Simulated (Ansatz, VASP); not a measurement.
This is a calculation of AlFe for Ansatz 0.2.0.

Contents of input.yaml:

```yaml
crystal:
  lattice:
    - [2.9482938651, 0.0, 0.0]
    - [0.0, 2.9482938651, 0.0]
    - [0.0, 0.0, 2.9482938651]
  atoms:
    - { symbol: Fe, position: [0.5, 0.5, 0.5], spin: 3.0 }
    - { symbol: Al, position: [0.0, 0.0, 0.0] }
hamiltonian:
  xc: lda
  pseudopotentials: { kind: paw }
magnetization:
  spin_polarized: true
kpoints:
  mp_grid: { grid: [9, 9, 9] }
scf:
  occupations: { method: fermi_dirac, width: 0.05 }
output:
  forces: true
  stress: true
  eigenvalues: true
```

Potentials or basis: Ansatz PAW.

Command:

```console
$ ansatz run input.yaml --threads 2 --pin off --max-ram 5632MiB --backend cpu --events-out ev --progress --plain --runs-dir out
```

Problem. Set up the same calculation for VASP 6.6.1. Potentials there: VASP PAW LDA potentials, release 64 (Fe, Al).

Solution. As run (the cutoff follows the program's own potentials):

INCAR

```
PREC = Accurate
ENCUT = 520
EDIFF = 1E-7
ISMEAR = -1
SIGMA = 0.05
LREAL = False
LASPH = True
NELM = 150
ALGO = Normal
ISIF = 2
LWAVE = False
LCHARG = False
ISPIN = 2
MAGMOM = 3 0
LORBIT = 11
LMAXMIX = 4
GGA = CA
NBANDS = 16
```

KPOINTS

```
regular mesh
0
Gamma
  9 9 9
```

The input POSCAR:

```
AlFe
1.0
    2.9482938651      0.0000000000      0.0000000000
    0.0000000000      2.9482938651      0.0000000000
    0.0000000000      0.0000000000      2.9482938651
Fe Al
1 1
Direct
    0.5000000000      0.5000000000      0.5000000000
    0.0000000000      0.0000000000      0.0000000000
```

Potentials or basis: VASP PAW LDA potentials, release 64 (Fe, Al).

The run is started by

```bash
$ cat potpaw_LDA.64/Fe/POTCAR potpaw_LDA.64/Al/POTCAR > POTCAR
$ mpirun -np 1 vasp_std > vasp.out
```

Both were run:

|  | VASP | Ansatz | Ansatz less VASP |
| --- | --- | --- | --- |
| gap on the k mesh at the Fermi level (eV) | none | none | - |
| pressure (GPa) | -20.9 | -21.1 | -0.17 |
| net moment per atom (μB) | 0.31 | 0.33 | +0.015 |
| size of the moment on the site where the two differ most (μB) | 0.66 | 0.70 | +0.035 |

LDA's correlation is that of Perdew and Zunger in VASP and of Perdew and Wang (1992) in Ansatz. Site moments also hang on the region over which each program counts them. A gap of «none» marks a metal or a gap that the smearing closes. VASP's potentials hold 11 valence electrons a cell and Ansatz's 19, so a difference there can come from the potentials and not from the codes.
